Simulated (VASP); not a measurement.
# TiO (P4_2/mmc) in VASP: relaxation of shape and atoms at fixed volume with PBEsol

Aim: the relaxation of shape and atoms at fixed volume of TiO with PBEsol.

Program: VASP 6.6.1. These are calculated values, not measurements. Logs are shortened: lines on timing, memory, paths and dates and some standing lists are left out, and cuts for length are marked.

**1. The cell of the first run**

The structure is tetragonal, space group P4_2/mmc (No. 131). The conventional cell has a = 3.124 Å, b = 3.124 Å, c = 4.828 Å, α = 90.00°, β = 90.00°, γ = 90.00°. Within 2.6 Å of Ti (site symmetry mmm) lie 4 O at 1.97 Å. O (site symmetry -4m2) has 4 Ti at 1.97 Å and 2 O at 2.41 Å within 2.6 Å.

**2. Relaxation of shape and atoms at fixed volume, PBEsol, collinear spin (11.78 Å³/atom)**

Contents of INCAR:

```
ALGO = Normal
EDIFF = 1E-7
EDIFFG = -0.01
ENCUT = 600
GGA = PS
IBRION = 2
ISIF = 4
ISMEAR = 0
ISPIN = 2
LASPH = True
LCHARG = False
LMAXMIX = 4
LORBIT = 11
LREAL = False
LWAVE = False
MAGMOM = 0.05 0.05 0 0
NELM = 150
NSW = 60
PREC = Accurate
SIGMA = 0.05
```

Contents of KPOINTS:

```
k-points
0
Gamma
  10 10 6
```

Contents of POSCAR:

```
TiO
1.0
    3.1243799994      0.0000000000      0.0000000000
    0.0000000000      3.1243799994      0.0000000000
    0.0000000000      0.0000000000      4.8276163408
Ti O
2 2
Direct
    0.0000000000      0.5000000000      0.0000000000
    0.5000000000      0.0000000000      0.5000000000
    0.0000000000      0.0000000000      0.2500000000
    0.0000000000      0.0000000000      0.7500000000
```

Potentials or basis: VASP PAW PBE potentials, release 64 (Ti_sv, O).

Run with:

```console
cat potpaw_PBE.64/Ti_sv/POTCAR potpaw_PBE.64/O/POTCAR > POTCAR
mpirun -np 1 vasp_std > vasp.out
```

OUTCAR:

```text
EDIFF = 1E-7
   EDIFFG = -0.01
   ENCUT = 600
   GGA = PS
   IBRION = 2
   ISIF = 4
   ISMEAR = 0
   ISPIN = 2
   LASPH = True
   LORBIT = 11
   LREAL = False
   NELM = 150
   NSW = 60
   PREC = Accurate

 ion  position               nearest neighbor table
   1  0.000  0.500  0.000-   3 1.97   4 1.97   3 1.97   4 1.97
   2  0.500  0.000  0.500-   3 1.97   4 1.97   3 1.97   4 1.97
   3  0.000  0.000  0.250-   1 1.97   2 1.97   1 1.97   2 1.97
   4  0.000  0.000  0.750-   1 1.97   2 1.97   1 1.97   2 1.97

  LATTYP: Found a simple tetragonal cell.
 ALAT       =     3.1243799994
 C/A-ratio  =     1.5451437859

  Lattice vectors:

 A1 = (   3.1243799994,   0.0000000000,   0.0000000000)
 A2 = (   0.0000000000,   3.1243799994,   0.0000000000)
 A3 = (   0.0000000000,   0.0000000000,   4.8276163408)

Analysis of symmetry for initial positions (statically):
=====================================================================
 Subroutine PRICEL returns:
 Original cell was already a primitive cell.

 Routine SETGRP: Setting up the symmetry group for a
 simple tetragonal supercell.

 Subroutine GETGRP returns: Found 16 space group operations
 (whereof  8 operations were pure point group operations)
 out of a pool of 16 trial point group operations.

The static configuration has the point symmetry D_2h.
 The point group associated with its full space group is D_4h.

Analysis of symmetry for dynamics (positions and initial velocities):
=====================================================================
 Subroutine PRICEL returns:
 Original cell was already a primitive cell.

 Routine SETGRP: Setting up the symmetry group for a
 simple tetragonal supercell.

 Subroutine GETGRP returns: Found 16 space group operations
 (whereof  8 operations were pure point group operations)
 out of a pool of 16 trial point group operations.

The dynamic configuration has the point symmetry D_2h.
 The point group associated with its full space group is D_4h.

Analysis of structural, dynamic, and magnetic symmetry:
=====================================================================
 Subroutine PRICEL returns:
 Original cell was already a primitive cell.

 Routine SETGRP: Setting up the symmetry group for a
 simple tetragonal supercell.

 Subroutine GETGRP returns: Found 16 space group operations
 (whereof  8 operations were pure point group operations)
 out of a pool of 16 trial point group operations.

The overall configuration has the point symmetry D_2h.
 The point group associated with its full space group is D_4h.

 Subroutine INISYM returns: Found 16 space group operations
 (whereof  8 operations are pure point group operations),
 and found     1 'primitive' translations

----------------------------------------------------------------------------------------

                                     Primitive cell

  volume of cell :      47.1260

  direct lattice vectors                    reciprocal lattice vectors
     3.124379999  0.000000000  0.000000000     0.320063501  0.000000000  0.000000000
     0.000000000  3.124379999  0.000000000     0.000000000  0.320063501  0.000000000
     0.000000000  0.000000000  4.827616341     0.000000000  0.000000000  0.207141564

  length of vectors
     3.124379999  3.124379999  4.827616341     0.320063501  0.320063501  0.207141564

  position of ions in fractional coordinates (direct lattice)
     0.000000000  0.500000000  0.000000000
     0.500000000  0.000000000  0.500000000
     0.000000000  0.000000000  0.250000000
     0.000000000  0.000000000  0.750000000

  ion indices of the primitive-cell ions
   primitive index   ion index
                 1           1
                 2           2
                 3           3
                 4           4

----------------------------------------------------------------------------------------

 KPOINTS: k-points

Automatic generation of k-mesh.
 Grid dimensions read from file:
 generate k-points for:   10   10    6

 Generating k-lattice:

  Cartesian coordinates                     Fractional coordinates (reciprocal lattice)
     0.032006350  0.000000000  0.000000000     0.100000000  0.000000000  0.000000000
     0.000000000  0.032006350  0.000000000     0.000000000  0.100000000  0.000000000
     0.000000000  0.000000000  0.034523594     0.000000000  0.000000000  0.166666667

  Length of vectors
     0.032006350  0.032006350  0.034523594

  Shift w.r.t. Gamma in fractional coordinates (k-lattice)
     0.000000000  0.000000000  0.000000000

 Subroutine IBZKPT returns following result:
 ===========================================

 Found     84 irreducible k-points:

 Following reciprocal coordinates:
            Coordinates               Weight
  0.000000  0.000000  0.000000      1.000000
  0.100000  0.000000  0.000000      4.000000
  0.200000  0.000000  0.000000      4.000000
  0.300000  0.000000  0.000000      4.000000
  0.400000  0.000000  0.000000      4.000000
  0.500000  0.000000  0.000000      2.000000
[... 16 lines left out ...]
  0.100000  0.000000  0.166667      8.000000
  0.200000  0.000000  0.166667      8.000000
 [... further k-points ...]
   k-points           NKPTS =     84   k-points in BZ     NKDIM =     84   number of bands    NBANDS=     22
   number of dos      NEDOS =    301   number of ions     NIONS =      4
   total plane-waves  NPLWV =  31360
   dimension x,y,z NGX =    28 NGY =   28 NGZ =   40
   dimension x,y,z NGXF=    56 NGYF=   56 NGZF=   80
   ions per type =               2   2
   NGX,Y,Z   is equivalent  to a cutoff of  14.90, 14.90, 13.77 a.u.
   NGXF,Y,Z  is equivalent  to a cutoff of  29.80, 29.80, 27.55 a.u.
 SYSTEM =  unknown system
   PREC   = accura    normal or accurate (medium, high low for compatibility)
   ISTART =      0    job   : 0-new  1-cont  2-samecut
   ICHARG =      2    charge: 1-file 2-atom 10-const
   ISPIN  =      2    spin polarized calculation?
   LNONCOLLINEAR =      F non collinear calculations
   LSORBIT =      F    spin-orbit coupling
   LASPH  =      T    aspherical Exc in radial PAW
   ENCUT  =  600.0 eV  44.10 Ry    6.64 a.u.   6.24  6.24  9.64*2*pi/ulx,y,z
   NELM   =    150;   NELMIN=  2; NELMDL= -5     # of ELM steps
   EDIFF  = 0.1E-06   stopping-criterion for ELM
   LREAL  =      F    real-space projection
   EDIFFG = -.1E-01   stopping-criterion for IOM
   NSW    =     60    number of steps for IOM
   IBRION =      2    ionic relax: 0-MD 1-quasi-New 2-CG
   NFREE  =      1    steps in history (QN), initial steepest desc. (CG)
   ISIF   =      4    stress and relaxation
   ISYM   =      2    0-nonsym 1-usesym 2-fastsym
   POTIM  = 0.5000    time-step for ionic-motion
   TEBEG  =    0.0;   TEEND  =   0.0 temperature during run
   PSTRESS=    0.0 pullay stress
   NELECT =      36.0000    total number of electrons
   NUPDOWN=      -1.0000    fix difference up-down
   EMIN   =  10.00;   EMAX   =-10.00  energy-range for DOS
   EFERMI =   0.00;   METHOD = LEGACY
   ISMEAR =     0;   SIGMA  =   0.05  broadening in eV -4-tet -1-fermi 0-gaus
   EFERMI_NEDOS =   21; number of points for ismear=-14 and -15
   IALGO  =     38    algorithm
   IMIX   =      4    mixing-type and parameters
     AMIX     =   0.40;   BMIX     =  1.00
     AMIX_MAG =   1.60;   BMIX_MAG =  1.00
  volume/ion in A,a.u.               =      11.78        79.51
  Fermi-wavevector in a.u.,A,eV,Ry     =   1.496542  2.828054 30.472116  2.239637
  Thomas-Fermi vector in A             =   2.608545
   LORBIT       =     11    0 simple, 1 ext, 2 COOP (PROOUT), +10 PAW based schemes
   GGA     = PS    functional components
   LHFCALC =     F    Hartree Fock is set to
   AEXX    =    0.0000 exact exchange contribution
   IVDW    =     0    specifies the selected vdW correction
   LEPSILON=     F    determine dielectric tensor
   LRPA    =     F    only Hartree local field effects (RPA)
 conjugate gradient relaxation of ions
 spin polarized calculation
 Gauss-broadening in eV      SIGMA  =   0.05
  energy-cutoff  :      600.00
  volume of cell :       47.13
 maximum number of plane-waves:      1592
 NGX is ok and might be reduce to    28
   NGX = 13   NGY = 13   NGZ = 19

--------------------------------------- Ionic step        1  -------------------------------------------

 number of electron      35.9999997 magnetization       0.0000347

 number of electron      35.9999997 magnetization      -0.0000054

 Free energy of the ion-electron system (eV)
  ---------------------------------------------------
  ext. energy  EPLUGINS =         0.00000000
  ---------------------------------------------------
  free energy    TOTEN  =       -36.68246180 eV

  energy without entropy =      -36.68030309  energy(sigma->0) =      -36.68138244

------------------------ aborting loop because EDIFF is reached ----------------------------------------

  FORCE on cell =-STRESS in cart. coord.  units (eV):
  Direction    XX          YY          ZZ          XY          YZ          ZX
  --------------------------------------------------------------------------------------
  -------------------------------------------------------------------------------------
  Total        1.2581207      1.2581207      1.5137564     -0.0000000      0.0000000      0.0000000
  in kB       42.7732695     42.7732695     51.4643068     -0.0000000      0.0000000      0.0000000
  external PRESSURE =      45.6702820 kB  Pullay stress =       0.0000000 kB
[... 65 lines left out ...]
--------------------------------------- Ionic step        3  -------------------------------------------

 number of electron      35.9999996 magnetization       0.0000035

 number of electron      35.9999996 magnetization      -0.0000005

 Free energy of the ion-electron system (eV)
  ---------------------------------------------------
  ext. energy  EPLUGINS =         0.00000000
  ---------------------------------------------------
  free energy    TOTEN  =       -36.68284258 eV

  energy without entropy =      -36.68079375  energy(sigma->0) =      -36.68181816

 E-fermi :   8.8252     XC(G=0): -11.8392

 val. band max:        8.8172061161   @ k =   0.5000   0.2000   0.0000
 cond. band min:       8.8557046301   @ k =   0.4000   0.0000   0.1667
 fundamental gap:      0.0384985140
 Fermi energy:         8.8252082885

 spin component 1

 k-point     1 :       0.0000    0.0000    0.0000
  band No.  band energies     occupation
      1     -49.1213      1.00000
      2     -49.0696      1.00000
      3     -25.8939      1.00000
      4     -25.6260      1.00000
      5     -25.6260      1.00000
      6     -25.4690      1.00000
[... 589 lines left out ...]
     21       9.6228      0.00000
     22      10.0384      0.00000

 [... further k-points ...]

 spin component 2

 k-point     1 :       0.0000    0.0000    0.0000
  band No.  band energies     occupation
      1     -49.1213      1.00000
      2     -49.0696      1.00000
      3     -25.8939      1.00000
      4     -25.6260      1.00000
      5     -25.6260      1.00000
      6     -25.4690      1.00000
[... 622 lines left out ...]
  FREE ENERGIE OF THE ION-ELECTRON SYSTEM (eV)
  ---------------------------------------------------
  free  energy   TOTEN  =       -36.6828425756 eV

  energy  without entropy=      -36.6807937504  energy(sigma->0) =      -36.68181816

 reached required accuracy - stopping structural energy minimisation

 total charge

# of ion       s       p       d       tot
------------------------------------------
    1        2.192   6.195   1.920  10.307
    2        2.192   6.195   1.920  10.307
    3        1.564   3.536   0.000   5.101
    4        1.564   3.536   0.000   5.101
--------------------------------------------------
tot          7.514  19.463   3.839  30.816

 magnetization (x)

# of ion       s       p       d       tot
------------------------------------------
    1       -0.000  -0.000   0.000   0.000
    2       -0.000  -0.000   0.000   0.000
    3        0.000   0.000   0.000   0.000
    4        0.000   0.000   0.000   0.000
--------------------------------------------------
tot         -0.000   0.000   0.000   0.000
```

It took 8.7 min on 1 thread of Oxide Virtual Turin-like, shared host; peak memory 0.28 GiB.

Results:

```yaml
Free_energy: -36.6828 eV
Energy_gained_by_relaxing: 0.1 meV/atom
Ionic_steps: 3
Pressure_after_relaxing: 4.5 GPa
Band_gap_on_the_k_mesh: zero (filled and empty bands overlap)
Net_moment: 0.00 μB per cell
Valence_electrons_inside_the_program's_atomic_spheres: Ti 10.31; O 5.10
```

The path:
```tsv
step	energy change (eV)	largest force (eV/Å)	pressure (GPa)	volume (Å³)
1	0.0000	0.0000	4.57	47.13
2	-0.0003	0.0000	4.50	47.13
3	-0.0004	0.0000	4.47	47.13
```

Final structure:
```cif
data_structure
_symmetry_space_group_name_H-M 'P 1'
_symmetry_Int_Tables_number 1
_cell_length_a 3.1198
_cell_length_b 3.1198
_cell_length_c 4.8418
_cell_angle_alpha 90.000
_cell_angle_beta 90.000
_cell_angle_gamma 90.000
_cell_volume 47.13
loop_
_atom_site_label
_atom_site_type_symbol
_atom_site_fract_x
_atom_site_fract_y
_atom_site_fract_z
_atom_site_occupancy
Ti1 Ti 0.00000 0.50000 0.00000 1
Ti2 Ti 0.50000 0.00000 0.50000 1
O1 O 0.00000 0.00000 0.25000 1
O2 O 0.00000 0.00000 0.75000 1
```

Levels at points of the mesh, in eV from the Fermi level:
Spin up:
| k point | band 15 | band 16 | band 17 | band 18 | band 19 | band 20 | band 21 | band 22 |
| --- | --- | --- | --- | --- | --- | --- | --- | --- |
| (0.00, 0.00, 0.00) | -5.59 | -3.84 | -3.78 | -1.97 | -0.13 | 0.80 | 1.20 | 1.20 |
| (0.50, 0.00, 0.00) | -5.99 | -4.71 | -1.74 | 0.13 | 0.32 | 0.56 | 0.68 | 0.74 |
| (0.50, 0.50, 0.00) | -5.75 | -5.59 | -2.30 | -0.20 | -0.20 | 1.00 | 1.16 | 1.16 |
| (0.00, 0.00, 0.50) | -5.56 | -5.56 | -2.65 | -2.65 | 0.41 | 0.41 | 1.10 | 1.10 |
| (0.50, 0.00, 0.50) | -5.78 | -5.05 | -1.97 | -0.36 | 0.45 | 0.65 | 0.71 | 1.37 |
| (0.50, 0.50, 0.50) | -6.38 | -6.38 | -1.37 | -1.37 | 0.69 | 0.69 | 0.83 | 0.83 |
Spin down:
```csv
k point,band 15,band 16,band 17,band 18,band 19,band 20,band 21,band 22
"(0.00, 0.00, 0.00)",-5.59,-3.84,-3.78,-1.97,-0.13,0.80,1.20,1.20
"(0.50, 0.00, 0.00)",-5.99,-4.71,-1.74,0.13,0.32,0.56,0.68,0.74
"(0.50, 0.50, 0.00)",-5.75,-5.59,-2.30,-0.20,-0.20,1.00,1.16,1.16
"(0.00, 0.00, 0.50)",-5.56,-5.56,-2.65,-2.65,0.41,0.41,1.10,1.10
"(0.50, 0.00, 0.50)",-5.78,-5.05,-1.97,-0.36,0.45,0.65,0.71,1.37
"(0.50, 0.50, 0.50)",-6.38,-6.38,-1.37,-1.37,0.69,0.69,0.83,0.83
```

Caveat: the PAW data sets were made with another functional, which shifts forces and pressure a little; semilocal functionals often make such compounds metallic where correlation or magnetic order opens a gap, which also shifts bond lengths.

The gap in the log of VASP goes by the Fermi energy; the results here count the filled bands.